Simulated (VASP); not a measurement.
# Si6C5 (a cell with a defect) in VASP: further runs

The runs below take Si6C5 (a cell with a defect) through relaxation of the atoms, single point, with PBE.

Everything below comes from runs of VASP 6.6.1. Logs are shortened: lines on timing, memory, paths and dates and some standing lists are left out, and cuts for length are marked.

**1. The cell of the first run**

The cell holds a defect, 11 atoms: a = 5.074 Å, b = 5.355 Å, c = 5.355 Å, α = 120.00°, β = 90.00°, γ = 90.00°.

**2. Relaxation of the atoms, PBE, collinear spin (atoms taken out)**

The input, INCAR:

```
SYSTEM = Si6C5
ALGO = Normal
EDIFF = 1E-6
EDIFFG = -0.025
ENCUT = 520
GGA = PE
IBRION = 2
ISIF = 2
ISMEAR = 0
ISPIN = 2
LASPH = .True.
LCHARG = .False.
LORBIT = 11
LREAL = .False.
LWAVE = .False.
MAGMOM = 0.25 0 0 0.25 0.25 0.25 0 0 0 0 0
NELECT = 43.0
NELM = 150
NSW = 65
PREC = Accurate
SIGMA = 0.01
```

The input, KPOINTS:

```
k-points
0
Gamma
  2 2 2
  0 0 0
```

The input, POSCAR:

```
Si6C5
1.0
    0.0000000000      0.0000000000      5.0742922929
    4.6379047741     -2.6776955698      0.0000000000
    0.0000000000      5.3553911397      0.0000000000
Si C
6 5
Direct
    0.5028107295      0.0000000000      0.3333333333
    0.4968839631      0.6666666667      0.6666666667
    0.4968839631      0.3333333333      1.0000000000
    1.0037158639      0.3274989057      0.3333333333
    1.0037158639      0.0000000000      0.6608322390
    1.0037158639      0.6725010943      1.0058344276
    0.8719006014      0.6666666667      0.6666666667
    0.8719006014      0.3333333333      1.0000000000
    0.3743514189      0.3361290228      0.3333333333
    0.3743514189      0.0000000000      0.6694623561
    0.3743514189      0.6638709772      0.9972043105
```

Potentials or basis: VASP PAW PBE potentials, release 64 (Si, C).

Run with:

```bash
$ cat potpaw_PBE.64/Si/POTCAR potpaw_PBE.64/C/POTCAR > POTCAR
$ mpirun -np 1 vasp_std > vasp.out
```

OUTCAR:

```text
SYSTEM = Si6C5
   EDIFF = 1E-6
   EDIFFG = -0.025
   ENCUT = 520
   GGA = PE
   IBRION = 2
   ISIF = 2
   ISMEAR = 0
   ISPIN = 2
   LASPH = .True.
   LORBIT = 11
   LREAL = .False.
   NELECT = 43.0
   NELM = 150
   NSW = 65
   PREC = Accurate

 ion  position               nearest neighbor table
   1  0.503  0.000  0.333-   9 1.91  11 1.91  10 1.91   4 3.08   6 3.08   5 3.08   4 3.09   6 3.09
                             5 3.09   3 3.09   2 3.09   2 3.09   3 3.09   2 3.09   3 3.09
   2  0.497  0.667  0.667-  11 1.88  10 1.88   9 1.88   7 1.90   6 3.08   5 3.08   4 3.08   3 3.09
                             3 3.09   3 3.09   1 3.09   1 3.09   1 3.09   6 3.14   5 3.14   4 3.14
   3  0.497  0.333  0.000-   9 1.88  10 1.88  11 1.88   8 1.90   4 3.08   5 3.08   6 3.08   2 3.09
                             2 3.09   2 3.09   1 3.09   1 3.09   1 3.09   4 3.14   5 3.14   6 3.14
   4  0.004  0.327  0.333-   9 1.88   8 1.92   7 1.92   6 3.04   5 3.04   1 3.08   3 3.08   2 3.08
                             1 3.09   5 3.12   6 3.12   6 3.12   5 3.12   3 3.14   2 3.14
   5  0.004  0.000  0.661-  10 1.88   7 1.92   8 1.92   4 3.04   6 3.04   1 3.08   2 3.08   3 3.08
                             1 3.09   4 3.12   6 3.12   6 3.12   4 3.12   2 3.14   3 3.14
   6  0.004  0.673  0.006-  11 1.88   7 1.92   8 1.92   4 3.04   5 3.04   1 3.08   2 3.08   3 3.08
                             1 3.09   5 3.12   4 3.12   5 3.12   4 3.12   2 3.14   3 3.14
   7  0.872  0.667  0.667-   2 1.90   6 1.92   5 1.92   4 1.92
   8  0.872  0.333  0.000-   3 1.90   4 1.92   5 1.92   6 1.92
   9  0.374  0.336  0.333-   4 1.88   3 1.88   2 1.88   1 1.91
  10  0.374  0.000  0.669-   5 1.88   2 1.88   3 1.88   1 1.91
  11  0.374  0.664  0.997-   6 1.88   2 1.88   3 1.88   1 1.91

  LATTYP: Found a hexagonal cell.
 ALAT       =     5.3553911396
 C/A-ratio  =     0.9475110521

  Lattice vectors:

 A1 = (   4.6379047741,  -2.6776955698,   0.0000000000)
 A2 = (   0.0000000000,   5.3553911397,   0.0000000000)
 A3 = (   0.0000000000,   0.0000000000,   5.0742922929)

Analysis of symmetry for initial positions (statically):
=====================================================================
 Subroutine PRICEL returns:
 Original cell was already a primitive cell.

 Routine SETGRP: Setting up the symmetry group for a
 hexagonal supercell.

 Subroutine GETGRP returns: Found  6 space group operations
 (whereof  2 operations were pure point group operations)
 out of a pool of 24 trial point group operations.

The static configuration has the point symmetry C_1h.
 The point group associated with its full space group is C_3v.

Analysis of symmetry for dynamics (positions and initial velocities):
=====================================================================
 Subroutine PRICEL returns:
 Original cell was already a primitive cell.

 Routine SETGRP: Setting up the symmetry group for a
 hexagonal supercell.

 Subroutine GETGRP returns: Found  6 space group operations
 (whereof  2 operations were pure point group operations)
 out of a pool of 24 trial point group operations.

The dynamic configuration has the point symmetry C_1h.
 The point group associated with its full space group is C_3v.

Analysis of structural, dynamic, and magnetic symmetry:
=====================================================================
 Subroutine PRICEL returns:
 Original cell was already a primitive cell.

 Routine SETGRP: Setting up the symmetry group for a
 hexagonal supercell.

 Subroutine GETGRP returns: Found  6 space group operations
 (whereof  2 operations were pure point group operations)
 out of a pool of 24 trial point group operations.

The overall configuration has the point symmetry C_1h.
 The point group associated with its full space group is C_3v.

 Subroutine INISYM returns: Found  6 space group operations
 (whereof  2 operations are pure point group operations),
 and found     1 'primitive' translations

----------------------------------------------------------------------------------------

                                     Primitive cell

  volume of cell :     126.0342

  direct lattice vectors                    reciprocal lattice vectors
     0.000000000  0.000000000  5.074292293     0.000000000  0.000000000  0.197071817
     4.637904774 -2.677695570  0.000000000     0.215614604  0.000000000  0.000000000
     0.000000000  5.355391140  0.000000000     0.107807302  0.186727724  0.000000000
[... 73 lines left out ...]
   ISTART =      0    job   : 0-new  1-cont  2-samecut
   ICHARG =      2    charge: 1-file 2-atom 10-const
   ISPIN  =      2    spin polarized calculation?
   LNONCOLLINEAR =      F non collinear calculations
   LSORBIT =      F    spin-orbit coupling
   LASPH  =      T    aspherical Exc in radial PAW
   ENCUT  =  520.0 eV  38.22 Ry    6.18 a.u.   9.43  9.96  9.96*2*pi/ulx,y,z
   NELM   =    150;   NELMIN=  2; NELMDL= -5     # of ELM steps
   EDIFF  = 0.1E-05   stopping-criterion for ELM
   LREAL  =      F    real-space projection
   EDIFFG = -.3E-01   stopping-criterion for IOM
   NSW    =     65    number of steps for IOM
   IBRION =      2    ionic relax: 0-MD 1-quasi-New 2-CG
   NFREE  =      1    steps in history (QN), initial steepest desc. (CG)
   ISIF   =      2    stress and relaxation
   ISYM   =      2    0-nonsym 1-usesym 2-fastsym
   POTIM  = 0.5000    time-step for ionic-motion
   TEBEG  =    0.0;   TEEND  =   0.0 temperature during run
   PSTRESS=    0.0 pullay stress
   NELECT =      43.0000    total number of electrons
   NUPDOWN=      -1.0000    fix difference up-down
   EMIN   =  10.00;   EMAX   =-10.00  energy-range for DOS
   EFERMI =   0.00;   METHOD = LEGACY
   ISMEAR =     0;   SIGMA  =   0.01  broadening in eV -4-tet -1-fermi 0-gaus
   EFERMI_NEDOS =   21; number of points for ismear=-14 and -15
   IALGO  =     38    algorithm
   IMIX   =      4    mixing-type and parameters
     AMIX     =   0.40;   BMIX     =  1.00
     AMIX_MAG =   1.60;   BMIX_MAG =  1.00
  volume/ion in A,a.u.               =      11.46        77.32
  Fermi-wavevector in a.u.,A,eV,Ry     =   1.143935  2.161724 17.804422  1.308588
  Thomas-Fermi vector in A             =   2.280629
   LORBIT       =     11    0 simple, 1 ext, 2 COOP (PROOUT), +10 PAW based schemes
   GGA     = PE    functional components
   LHFCALC =     F    Hartree Fock is set to
   AEXX    =    0.0000 exact exchange contribution
   IVDW    =     0    specifies the selected vdW correction
   LEPSILON=     F    determine dielectric tensor
   LRPA    =     F    only Hartree local field effects (RPA)
 conjugate gradient relaxation of ions
 spin polarized calculation
 Gauss-broadening in eV      SIGMA  =   0.01
  energy-cutoff  :      520.00
  volume of cell :      126.03
 maximum number of plane-waves:      3426
 NGX is ok and might be reduce to    40
   NGX = 19   NGY = 19   NGZ = 19

--------------------------------------- Ionic step        1  -------------------------------------------

 number of electron      43.0000000 magnetization       0.2500066

 Free energy of the ion-electron system (eV)
  ---------------------------------------------------
  ext. energy  EPLUGINS =         0.00000000
  ---------------------------------------------------
  free energy    TOTEN  =       -85.59723899 eV

  energy without entropy =      -85.59627485  energy(sigma->0) =      -85.59675692

------------------------ aborting loop because EDIFF is reached ----------------------------------------

  FORCE on cell =-STRESS in cart. coord.  units (eV):
  Direction    XX          YY          ZZ          XY          YZ          ZX
  --------------------------------------------------------------------------------------
  -------------------------------------------------------------------------------------
  Total      -14.3529015    -14.3529015    -13.8052676     -0.0000000     -0.0000000      0.0000000
  in kB     -182.4575266   -182.4575266   -175.4958735     -0.0000000     -0.0000000      0.0000000
  external PRESSURE =    -180.1369756 kB  Pullay stress =       0.0000000 kB
[... 116 lines left out ...]
  FREE ENERGIE OF THE ION-ELECTRON SYSTEM (eV)
  ---------------------------------------------------
  free  energy   TOTEN  =       -85.6944990626 eV

  energy  without entropy=      -85.6935349231  energy(sigma->0) =      -85.69401699

[... ionic steps 4 to 11 ...]

--------------------------------------- Ionic step       12  -------------------------------------------

 number of electron      43.0000000 magnetization       0.5000000

------------------------ aborting loop because EDIFF is reached ----------------------------------------
[... 85 lines left out ...]
--------------------------------------- Ionic step       14  -------------------------------------------

 number of electron      43.0000000 magnetization       0.5000000

 Free energy of the ion-electron system (eV)
  ---------------------------------------------------
  ext. energy  EPLUGINS =         0.00000000
  ---------------------------------------------------
  free energy    TOTEN  =       -85.73500997 eV

  energy without entropy =      -85.73404583  energy(sigma->0) =      -85.73452790

 E-fermi :   8.8660     XC(G=0): -10.9234

 val. band max:        8.8629665157   @ k =   0.5000   0.5000   0.0000
 cond. band min:       9.0555761020   @ k =   0.0000   0.5000   0.0000
 fundamental gap:      0.1926095863
 Fermi energy:         8.8660122176

 spin component 1

 k-point     1 :       0.0000    0.0000    0.0000
  band No.  band energies     occupation
      1      -7.6006      1.00000
      2      -4.3188      1.00000
      3      -3.5559      1.00000
      4      -3.5559      1.00000
      5      -3.5520      1.00000
      6      -0.8988      1.00000
[... 113 lines left out ...]
     27      12.8145      0.00000
     28      12.9500      0.00000
 Fermi energy:         8.8660122176

 spin component 2

 k-point     1 :       0.0000    0.0000    0.0000
  band No.  band energies     occupation
      1      -7.5558      1.00000
      2      -4.2946      1.00000
      3      -3.5439      1.00000
      4      -3.5153      1.00000
      5      -3.5153      1.00000
      6      -0.8318      1.00000
[... 151 lines left out ...]
  FREE ENERGIE OF THE ION-ELECTRON SYSTEM (eV)
  ---------------------------------------------------
  free  energy   TOTEN  =       -85.7350099721 eV

  energy  without entropy=      -85.7340458326  energy(sigma->0) =      -85.73452790

 reached required accuracy - stopping structural energy minimisation

 total charge

# of ion       s       p       d       tot
------------------------------------------
    1        0.735   0.860   0.000   1.594
    2        0.701   0.943   0.000   1.644
    3        0.701   0.943   0.000   1.644
    4        0.722   0.861   0.000   1.583
    5        0.722   0.861   0.000   1.583
    6        0.722   0.861   0.000   1.583
    7        0.846   1.630   0.000   2.476
    8        0.846   1.630   0.000   2.476
    9        0.836   1.682   0.000   2.518
   10        0.836   1.682   0.000   2.518
   11        0.836   1.682   0.000   2.518
--------------------------------------------------
tot          8.505  13.634   0.000  22.139

 magnetization (x)

# of ion       s       p       d       tot
------------------------------------------
    1        0.018   0.050   0.000   0.069
    2        0.001   0.004   0.000   0.005
    3        0.001   0.004   0.000   0.005
    4        0.007   0.022   0.000   0.029
    5        0.007   0.022   0.000   0.029
    6        0.007   0.022   0.000   0.029
    7       -0.000  -0.001   0.000  -0.001
    8       -0.000  -0.001   0.000  -0.001
    9        0.001   0.011   0.000   0.011
   10        0.001   0.011   0.000   0.011
   11        0.001   0.011   0.000   0.011
--------------------------------------------------
tot          0.043   0.156   0.000   0.198
```

It took 2.6 min on 1 thread of Intel Xeon 6975P-C (Granite Rapids), shared host; peak memory 0.28 GiB.

Results:

| Property | Result |
| --- | --- |
| Free energy | -85.7350 eV |
| Energy gained by relaxing | 12.5 meV/atom |
| Ionic steps | 14 |
| Largest force after relaxing | 0.009 eV/Å |
| Net moment | 0.50 μB per cell |
| Site moments | Si +0.07, +0.01, +0.03 (each value once); C -0.00, +0.01 (each value once) μB |
| Valence electrons inside the program's atomic spheres | Si 1.59, 1.64, 1.58 (each value once); C 2.48, 2.52 (each value once) |

Forces in eV/Å, atoms in the order of the input:
```
Si   0.000  0.000 -0.006
Si   0.000  0.000  0.009
Si   0.000  0.000  0.009
Si   0.005 -0.003 -0.001
Si   0.000  0.005 -0.001
Si  -0.005 -0.003 -0.001
C    0.000  0.000 -0.004
C    0.000  0.000 -0.004
C    0.001 -0.001  0.000
C    0.000  0.001  0.000
C   -0.001 -0.001  0.000
```

The path:
```tsv
step	energy change (eV)	largest force (eV/Å)	pressure (GPa)
1	0.0000	0.9273	-18.01
2	-0.0954	0.3621	-16.80
3	-0.0973	0.3228	-16.58
4	-0.1214	0.1777	-15.81
5	-0.1272	0.2248	-15.47
6	-0.1262	0.2536	-14.91
7	-0.1285	0.2209	-15.23
8	-0.1332	0.1275	-14.89
9	-0.1339	0.1315	-14.98
10	-0.1358	0.1039	-15.00
11	-0.1363	0.0988	-15.02
12	-0.1375	0.0401	-15.01
13	-0.1377	0.0261	-15.01
14	-0.1378	0.0090	-15.00
```

Final structure:
```yaml
crystal:
  lattice:
    - [0.00000, 0.00000, 5.07429]
    - [4.63790, -2.67770, 0.00000]
    - [0.00000, 5.35539, 0.00000]
  atoms:
    - { symbol: Si, position: [0.47587, 0.00000, 0.33333] }
    - { symbol: Si, position: [0.49915, 0.66667, 0.66667] }
    - { symbol: Si, position: [0.49915, 0.33333, 0.00000] }
    - { symbol: Si, position: [0.00701, 0.33915, 0.33333] }
    - { symbol: Si, position: [0.00701, 0.00000, 0.67248] }
    - { symbol: Si, position: [0.00701, 0.66085, 0.99418] }
    - { symbol: C, position: [0.87355, 0.66667, 0.66667] }
    - { symbol: C, position: [0.87355, 0.33333, 0.00000] }
    - { symbol: C, position: [0.37743, 0.33707, 0.33333] }
    - { symbol: C, position: [0.37743, 0.00000, 0.67040] }
    - { symbol: C, position: [0.37743, 0.66293, 0.99627] }
```

Levels at points of the mesh, in eV from the Fermi level:
Spin up:
```
           k point  band 17  band 18  band 19  band 20  band 21  band 22  band 23  band 24  band 25  band 26
(0.00, 0.00, 0.00)    -4.44    -3.81    -3.34    -2.24    -2.24     0.80     0.81     0.81     2.16     2.16
(0.50, 0.00, 0.00)    -3.18    -3.00    -3.00    -2.22    -2.22     1.20     1.20     1.40     3.66     4.08
(0.00, 0.50, 0.00)    -3.95    -3.52    -2.76    -2.67    -2.13    -0.09     0.75     0.90     1.80     3.73
(0.50, 0.50, 0.00)    -3.90    -3.83    -3.81    -3.80    -2.53    -0.14     0.52     0.68     2.15     3.05
```
Spin down:
```csv
k point,band 18,band 19,band 20,band 21,band 22,band 23,band 24,band 25
"(0.00, 0.00, 0.00)",-3.72,-3.18,-2.21,-2.21,0.91,0.91,1.10,2.27
"(0.50, 0.00, 0.00)",-2.95,-2.95,-2.20,-2.20,1.31,1.31,1.74,3.69
"(0.00, 0.50, 0.00)",-3.50,-2.75,-2.63,-2.04,0.19,0.89,0.99,1.89
"(0.50, 0.50, 0.00)",-3.81,-3.79,-3.77,-2.41,0.00,0.81,0.81,2.24
```

Caveat: the k points lie up to 0.68 Å⁻¹ apart; the cell carries a net charge on a neutralising background, which shifts energy and pressure; the cell differs from its parent crystal (atoms taken out); the cell is charged against a uniform background, so pressure and absolute levels hang on convention.

**3. Single point, PBE (atoms taken out, then relaxed in part)**

The input, INCAR:

```
PREC = Accurate
ENCUT = 520
EDIFF = 1E-6
ISMEAR = 0
SIGMA = 0.01
LREAL = F
LASPH = T
NELM = 60
ALGO = Normal
ISIF = 2
LWAVE = F
LCHARG = F
GGA = PE
NBANDS = 33
```

The input, KPOINTS:

```
Automatic mesh
0
Gamma
  2 2 2
```

POSCAR, as its differences from that of step 2:

```diff
@@ -3,3 +3,3 @@
     0.0000000000      0.0000000000      5.0742922929
-    4.6379047741     -2.6776955698      0.0000000000
+    4.6379047742     -2.6776955698      0.0000000000
     0.0000000000      5.3553911397      0.0000000000
```

Potentials or basis: VASP PAW PBE potentials, release 64 (Si, C).

Run with:

```bash
$ cat potpaw_PBE.64/Si/POTCAR potpaw_PBE.64/C/POTCAR > POTCAR
$ mpirun -np 1 vasp_std > vasp.out
```

Run time: 12 s. Hardware: 1 thread of Intel Xeon 6975P-C (Granite Rapids), shared host; peak memory 0.22 GiB.

It converged, with:

```
Free energy            : -76.6106 eV
Pressure               : -1.7 GPa
Largest force          : 0.013 eV/Å
Band gap on the k mesh : zero (bands 22 and 23 overlap by 0.73 eV)
```

Forces on the atoms (eV/Å):
```
Si   0.000  0.000 -0.001
Si   0.000  0.000  0.006
Si   0.000  0.000  0.006
Si   0.006 -0.004  0.004
Si   0.000  0.007  0.004
Si  -0.006 -0.004  0.004
C    0.000  0.000 -0.013
C    0.000  0.000 -0.013
C    0.002 -0.001  0.001
C    0.000  0.002  0.001
C   -0.002 -0.001  0.001
```

Stress tensor (GPa, compression positive):
```
-5.67  0.00  0.00
 0.00 -5.67  0.00
 0.00  0.00  6.35
```

Levels at points of the mesh, in eV from the Fermi level:
```tsv
k point	band 18	band 19	band 20	band 21	band 22	band 23	band 24	band 25
(0.00, 0.00, 0.00)	-4.57	-3.71	-2.49	-2.49	0.37	0.37	0.47	1.56
(0.50, 0.00, 0.00)	-3.34	-3.34	-2.44	-2.44	0.72	0.72	0.99	3.27
(0.00, 0.50, 0.00)	-3.87	-3.11	-3.04	-2.75	-0.40	0.31	0.32	1.37
(0.50, 0.50, 0.00)	-4.18	-4.16	-4.08	-3.14	-0.68	0.00	0.03	1.71
```

Caveat: the k points lie up to 0.68 Å⁻¹ apart, too coarse for converged energies and pressures of a metal; the cell differs from its parent crystal (atoms taken out, then relaxed in part).

**4. Single point, PBE (atoms taken out, then relaxed in part)**

The input, INCAR:

```
SYSTEM = Si6C5
ALGO = Normal
EDIFF = 1E-6
ENCUT = 520
GGA = PE
ISIF = 2
ISMEAR = 0
LASPH = .True.
LCHARG = .False.
LREAL = .False.
LWAVE = .False.
NBANDS = 33
NELECT = 42.0
NELM = 60
PREC = Accurate
SIGMA = 0.01
```

The input, KPOINTS:

```
k-points
0
Gamma
  2 2 2
  0 0 0
```

The input, POSCAR:

```
Si6C5
1.0
    0.0000000000      0.0000000000      5.0742922929
    4.6379047742     -2.6776955698      0.0000000000
    0.0000000000      5.3553911397      0.0000000000
Si C
6 5
Direct
    0.4587660040      0.0000000000      0.3333333333
    0.4992751145      0.6666666667      0.6666666667
    0.4992751145      0.3333333333      1.0000000000
    1.0095518462      0.3449991753      0.3333333333
    1.0095518462      0.0000000000      0.6783325086
    1.0095518462      0.6550008247      0.9883341581
    0.8740535224      0.6666666667      0.6666666667
    0.8740535224      0.3333333333      1.0000000000
    0.3801676300      0.3347238750      0.3333333333
    0.3801676300      0.0000000000      0.6680572083
    0.3801676300      0.6652761250      0.9986094584
```

Run with:

```bash
$ cat potpaw_PBE.64/Si/POTCAR potpaw_PBE.64/C/POTCAR > POTCAR
$ mpirun -np 1 vasp_std > vasp.out
```

Wall time 12 s (1 thread of Intel Xeon 6975P-C (Granite Rapids), shared host); peak memory 0.22 GiB.

It converged, with:

- Free energy: -94.5999 eV
- Largest force: 0.011 eV/Å

Forces on the atoms (eV/Å):
```
Si   0.000  0.000 -0.005
Si   0.000  0.000 -0.005
Si   0.000  0.000 -0.005
Si   0.004 -0.003 -0.001
Si   0.000  0.005 -0.001
Si  -0.004 -0.003 -0.001
C    0.000  0.000 -0.007
C    0.000  0.000 -0.007
C    0.002 -0.001  0.010
C    0.000  0.002  0.010
C   -0.002 -0.001  0.010
```

Levels at points of the mesh, in eV from the Fermi level:
```
           k point  band 18  band 19  band 20  band 21  band 22  band 23  band 24  band 25
(0.00, 0.00, 0.00)    -1.84    -1.23    -0.34    -0.34     2.76     2.76     3.02     4.26
(0.50, 0.00, 0.00)    -1.09    -1.09    -0.34    -0.34     3.15     3.15     3.66     5.58
(0.00, 0.50, 0.00)    -1.62    -0.87    -0.74    -0.10     2.06     2.71     2.87     3.83
(0.50, 0.50, 0.00)    -1.94    -1.90    -1.81    -0.42     1.86     2.71     2.82     4.21
```

Caveat: the k points lie up to 0.68 Å⁻¹ apart; the cell carries a net charge on a neutralising background, which shifts energy and pressure; the cell differs from its parent crystal (atoms taken out, then relaxed in part); the cell is charged against a uniform background, so pressure and absolute levels hang on convention.

(Part 1 of 2 ends here.)
